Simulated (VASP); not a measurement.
# InP (F-43m) in VASP: notebook

InP is run at these levels: PBE; tasks: single point.

Everything below comes from runs of VASP 6.6.1. Logs are shortened: lines on timing, memory, paths and dates and some standing lists are left out, and cuts for length are marked.

### Step 1. The cell of the first run

The structure is cubic, space group F-43m (No. 216). Conventional cell: a = 5.908 Å, b = 5.908 Å, c = 5.908 Å, α = 90.00°, β = 90.00°, γ = 90.00°. Within 3.4 Å of In (site symmetry -43m) lie 4 P at 2.56 Å. Within 3.4 Å of P (site symmetry -43m) lie 4 In at 2.56 Å.

### Step 2. Single point, PBE

Contents of INCAR:

```
PREC     = Accurate       # precision mode
ENCUT    = 520            # plane-wave cutoff, eV
EDIFF    = 1E-7           # SCF threshold, eV
ISMEAR   = 0              # smearing method
SIGMA    = 0.01           # smearing width, eV
LREAL    = F              # projectors in reciprocal space
LASPH    = T              # aspherical terms in the spheres
NELM     = 60             # most SCF steps
ALGO     = Normal         # electronic algorithm
ISIF     = 2              # what is computed and relaxed
LWAVE    = F              # write WAVECAR
LCHARG   = T              # write CHGCAR
GGA      = PE             # functional
LELF     = T              # ELF
LVHAR    = T            
NBANDS   = 16             # bands
```

Contents of KPOINTS:

```
regular mesh
0
Gamma
  4 4 4
```

Contents of POSCAR:

```
InP
1.0
    0.0000000000      2.9538133482      2.9538133482
    2.9538133482      0.0000000000      2.9538133482
    2.9538133482      2.9538133482      0.0000000000
In P
1 1
Direct
    0.0000000000      0.0000000000      0.0000000000
    0.2500000000      0.2500000000      0.2500000000
```

Potentials or basis: VASP PAW PBE potentials, release 64 (In_d, P).

Launch:

```sh
cat potpaw_PBE.64/In_d/POTCAR potpaw_PBE.64/P/POTCAR > POTCAR
mpirun -np 1 vasp_std > vasp.out
```

OUTCAR:

```text
PREC = Accurate
   ENCUT = 520
   EDIFF = 1E-7
   ISMEAR = 0
   LREAL = F
   LASPH = T
   NELM = 60
   ISIF = 2
   GGA = PE

 ion  position               nearest neighbor table
   1  0.000  0.000  0.000-   2 2.56   2 2.56   2 2.56   2 2.56
   2  0.250  0.250  0.250-   1 2.56   1 2.56   1 2.56   1 2.56

  LATTYP: Found a face centered cubic cell.
 ALAT       =     5.9076266964

  Lattice vectors:

 A1 = (   0.0000000000,   2.9538133482,   2.9538133482)
 A2 = (   2.9538133482,   0.0000000000,   2.9538133482)
 A3 = (   2.9538133482,   2.9538133482,   0.0000000000)

Analysis of symmetry for initial positions (statically):
=====================================================================
 Subroutine PRICEL returns:
 Original cell was already a primitive cell.

 Routine SETGRP: Setting up the symmetry group for a
 face centered cubic supercell.

 Subroutine GETGRP returns: Found 24 space group operations
 (whereof 24 operations were pure point group operations)
 out of a pool of 48 trial point group operations.

The static configuration has the point symmetry T_d .

Analysis of symmetry for dynamics (positions and initial velocities):
=====================================================================
 Subroutine PRICEL returns:
 Original cell was already a primitive cell.

 Routine SETGRP: Setting up the symmetry group for a
 face centered cubic supercell.

 Subroutine GETGRP returns: Found 24 space group operations
 (whereof 24 operations were pure point group operations)
 out of a pool of 48 trial point group operations.

The dynamic configuration has the point symmetry T_d .

 Subroutine INISYM returns: Found 24 space group operations
 (whereof 24 operations are pure point group operations),
 and found     1 'primitive' translations

----------------------------------------------------------------------------------------

                                     Primitive cell

  volume of cell :      51.5441

  direct lattice vectors                    reciprocal lattice vectors
     0.000000000  2.953813348  2.953813348    -0.169272713  0.169272713  0.169272713
     2.953813348  0.000000000  2.953813348     0.169272713 -0.169272713  0.169272713
     2.953813348  2.953813348  0.000000000     0.169272713  0.169272713 -0.169272713

  length of vectors
     4.177322898  4.177322898  4.177322898     0.293188940  0.293188940  0.293188940

  position of ions in fractional coordinates (direct lattice)
     0.000000000  0.000000000  0.000000000
     0.250000000  0.250000000  0.250000000

  ion indices of the primitive-cell ions
   primitive index   ion index
                 1           1
                 2           2

----------------------------------------------------------------------------------------

 KPOINTS: regular mesh

Automatic generation of k-mesh.
 Grid dimensions read from file:
 generate k-points for:    4    4    4

 Generating k-lattice:

  Cartesian coordinates                     Fractional coordinates (reciprocal lattice)
    -0.042318178  0.042318178  0.042318178     0.250000000  0.000000000  0.000000000
     0.042318178 -0.042318178  0.042318178     0.000000000  0.250000000  0.000000000
     0.042318178  0.042318178 -0.042318178     0.000000000  0.000000000  0.250000000

  Length of vectors
     0.073297235  0.073297235  0.073297235

  Shift w.r.t. Gamma in fractional coordinates (k-lattice)
     0.000000000  0.000000000  0.000000000

 Subroutine IBZKPT returns following result:
 ===========================================

 Found      8 irreducible k-points:

 Following reciprocal coordinates:
            Coordinates               Weight
  0.000000  0.000000  0.000000      1.000000
  0.250000  0.000000  0.000000      8.000000
  0.500000  0.000000  0.000000      4.000000
  0.250000  0.250000  0.000000      6.000000
  0.500000  0.250000  0.000000     24.000000
 -0.250000  0.250000  0.000000     12.000000
  0.500000  0.500000  0.000000      3.000000
 -0.250000  0.500000  0.250000      6.000000
   k-points           NKPTS =      8   k-points in BZ     NKDIM =      8   number of bands    NBANDS=     16
   number of dos      NEDOS =    301   number of ions     NIONS =      2
   total plane-waves  NPLWV =  32768
   dimension x,y,z NGX =    32 NGY =   32 NGZ =   32
   dimension x,y,z NGXF=    64 NGYF=   64 NGZF=   64
   ions per type =               1   1
   NGX,Y,Z   is equivalent  to a cutoff of  12.74, 12.74, 12.74 a.u.
   NGXF,Y,Z  is equivalent  to a cutoff of  25.47, 25.47, 25.47 a.u.
 SYSTEM =  unknown system
   PREC   = accura    normal or accurate (medium, high low for compatibility)
   ISTART =      0    job   : 0-new  1-cont  2-samecut
   ICHARG =      2    charge: 1-file 2-atom 10-const
   ISPIN  =      1    spin polarized calculation?
   LNONCOLLINEAR =      F non collinear calculations
   LSORBIT =      F    spin-orbit coupling
   LASPH  =      T    aspherical Exc in radial PAW
   ENCUT  =  520.0 eV  38.22 Ry    6.18 a.u.   7.77  7.77  7.77*2*pi/ulx,y,z
   NELM   =     60;   NELMIN=  2; NELMDL= -5     # of ELM steps
   EDIFF  = 0.1E-06   stopping-criterion for ELM
   LREAL  =      F    real-space projection
   EDIFFG = 0.1E-05   stopping-criterion for IOM
   NSW    =      0    number of steps for IOM
   IBRION =     -1    ionic relax: 0-MD 1-quasi-New 2-CG
   NFREE  =      0    steps in history (QN), initial steepest desc. (CG)
   ISIF   =      2    stress and relaxation
   ISYM   =      2    0-nonsym 1-usesym 2-fastsym
   POTIM  = 0.5000    time-step for ionic-motion
   TEBEG  =    0.0;   TEEND  =   0.0 temperature during run
   PSTRESS=    0.0 pullay stress
   NELECT =      18.0000    total number of electrons
   NUPDOWN=      -1.0000    fix difference up-down
   EMIN   =  10.00;   EMAX   =-10.00  energy-range for DOS
   EFERMI =   0.00;   METHOD = LEGACY
   ISMEAR =     0;   SIGMA  =   0.01  broadening in eV -4-tet -1-fermi 0-gaus
   EFERMI_NEDOS =   21; number of points for ismear=-14 and -15
   IALGO  =     38    algorithm
   IMIX   =      4    mixing-type and parameters
     AMIX     =   0.40;   BMIX     =  1.00
     AMIX_MAG =   1.60;   BMIX_MAG =  1.00
  volume/ion in A,a.u.               =      25.77       173.92
  Fermi-wavevector in a.u.,A,eV,Ry     =   1.152850  2.178570 18.082986  1.329062
  Thomas-Fermi vector in A             =   2.289498
   LORBIT       =      0    0 simple, 1 ext, 2 COOP (PROOUT), +10 PAW based schemes
   GGA     = PE    functional components
   LHFCALC =     F    Hartree Fock is set to
   AEXX    =    0.0000 exact exchange contribution
   IVDW    =     0    specifies the selected vdW correction
   LEPSILON=     F    determine dielectric tensor
   LRPA    =     F    only Hartree local field effects (RPA)
 non-spin polarized calculation
 Gauss-broadening in eV      SIGMA  =   0.01
  energy-cutoff  :      520.00
  volume of cell :       51.54
 maximum number of plane-waves:      1411
   NGX = 15   NGY = 15   NGZ = 15

 number of electron      18.0000009 magnetization

 Free energy of the ion-electron system (eV)
  ---------------------------------------------------
  ext. energy  EPLUGINS =         0.00000000
  ---------------------------------------------------
  free energy    TOTEN  =        -8.29201441 eV

  energy without entropy =       -8.29201441  energy(sigma->0) =       -8.29201441

 E-fermi :   5.0408     XC(G=0):  -9.1576

 val. band max:        4.9772336273   @ k =   0.0000   0.0000   0.0000
 cond. band min:       5.5452553644   @ k =   0.0000   0.0000   0.0000
 fundamental gap:      0.5680217371
 Fermi energy:         5.0407865791

 k-point     1 :       0.0000    0.0000    0.0000
  band No.  band energies     occupation
      1      -9.2128      2.00000
      2      -9.2128      2.00000
      3      -9.2128      2.00000
      4      -9.0744      2.00000
      5      -9.0744      2.00000
      6      -6.3850      2.00000
[... 8 lines left out ...]
     15      14.3641      0.00000
     16      14.3641      0.00000

 k-point     2 :       0.2500    0.0000    0.0000
  band No.  band energies     occupation
      1      -9.2675      2.00000
      2      -9.1914      2.00000
      3      -9.1914      2.00000
      4      -9.0719      2.00000
      5      -9.0719      2.00000
      6      -5.7338      2.00000
[... 8 lines left out ...]
     15      13.5190      0.00000
     16      14.0461      0.00000

 k-point     3 :       0.5000    0.0000    0.0000
  band No.  band energies     occupation
      1      -9.3182      2.00000
      2      -9.1772      2.00000
      3      -9.1772      2.00000
      4      -9.0617      2.00000
      5      -9.0617      2.00000
      6      -4.7337      2.00000
[... 8 lines left out ...]
     15      15.5428      0.00000
     16      15.5428      0.00000

 k-point     4 :       0.2500    0.2500    0.0000
  band No.  band energies     occupation
      1      -9.3044      2.00000
      2      -9.1659      2.00000
      3      -9.1659      2.00000
      4      -9.0953      2.00000
      5      -9.0583      2.00000
      6      -5.5182      2.00000
[... 8 lines left out ...]
     15      14.9062      0.00000
     16      16.9076      0.00000

 k-point     5 :       0.5000    0.2500    0.0000
  band No.  band energies     occupation
      1      -9.3403      2.00000
      2      -9.1560      2.00000
      3      -9.1446      2.00000
      4      -9.0922      2.00000
      5      -9.0548      2.00000
      6      -4.4810      2.00000
[... 8 lines left out ...]
     15      15.6717      0.00000
     16      16.8158      0.00000

 k-point     6 :      -0.2500    0.2500    0.0000
  band No.  band energies     occupation
      1      -9.3136      2.00000
      2      -9.1708      2.00000
      3      -9.1637      2.00000
      4      -9.0753      2.00000
      5      -9.0694      2.00000
      6      -4.8530      2.00000
[... 8 lines left out ...]
     15      15.2339      0.00000
     16      16.7096      0.00000

 k-point     7 :       0.5000    0.5000    0.0000
  band No.  band energies     occupation
      1      -9.3804      2.00000
      2      -9.1204      2.00000
      3      -9.1169      2.00000
      4      -9.1169      2.00000
      5      -9.0421      2.00000
      6      -4.1019      2.00000
[... 8 lines left out ...]
     15      15.7071      0.00000
     16      16.7059      0.00000

 k-point     8 :      -0.2500    0.5000    0.2500
  band No.  band energies     occupation
      1      -9.3488      2.00000
      2      -9.1579      2.00000
      3      -9.1246      2.00000
      4      -9.0927      2.00000
      5      -9.0603      2.00000
      6      -4.0307      2.00000
[... 8 lines left out ...]
     15      16.1743      0.00000
     16      16.8871      0.00000

------------------------ aborting loop because EDIFF is reached ----------------------------------------

  FORCE on cell =-STRESS in cart. coord.  units (eV):
  Direction    XX          YY          ZZ          XY          YZ          ZX
  --------------------------------------------------------------------------------------
  -------------------------------------------------------------------------------------
  Total        0.5701007      0.5701007      0.5701007      0.0000000      0.0000000      0.0000000
  in kB       17.7207883     17.7207883     17.7207883      0.0000000      0.0000000      0.0000000
  external PRESSURE =      17.7207883 kB  Pullay stress =       0.0000000 kB

 VOLUME and BASIS-vectors are now :
 -----------------------------------------------------------------------------
  energy-cutoff  :      520.00
  volume of cell :       51.54
      direct lattice vectors                 reciprocal lattice vectors
     0.000000000  2.953813348  2.953813348    -0.169272713  0.169272713  0.169272713
     2.953813348  0.000000000  2.953813348     0.169272713 -0.169272713  0.169272713
     2.953813348  2.953813348  0.000000000     0.169272713  0.169272713 -0.169272713

 POSITION                                       TOTAL-FORCE (eV/Angst)
 -----------------------------------------------------------------------------------
      0.00000      0.00000      0.00000         0.000000     -0.000000     -0.000000
      1.47691      1.47691      1.47691        -0.000000      0.000000      0.000000
 -----------------------------------------------------------------------------------
    total drift:                               -0.000000     -0.000000     -0.000000

  FREE ENERGIE OF THE ION-ELECTRON SYSTEM (eV)
  ---------------------------------------------------
  free  energy   TOTEN  =        -8.2920144098 eV

  energy  without entropy=       -8.2920144098  energy(sigma->0) =       -8.29201441
```

Run time: 8.9 s. Hardware: 1 thread of Intel Xeon Platinum 8259CL at 2.50GHz (Skylake/Cascade Lake), shared host; peak memory 0.17 GiB.

What came out:

```
Free energy            : -8.2920 eV
Pressure               : 1.8 GPa
Band gap on the k mesh : 0.57 eV, direct
```

Caveat: the k points lie up to 0.46 Å⁻¹ apart; spin-orbit coupling is left out, which moves the levels of the heavy elements. A hybrid or GW would open this gap; PBE tends to underestimate it.

[end of part 1 of 2]
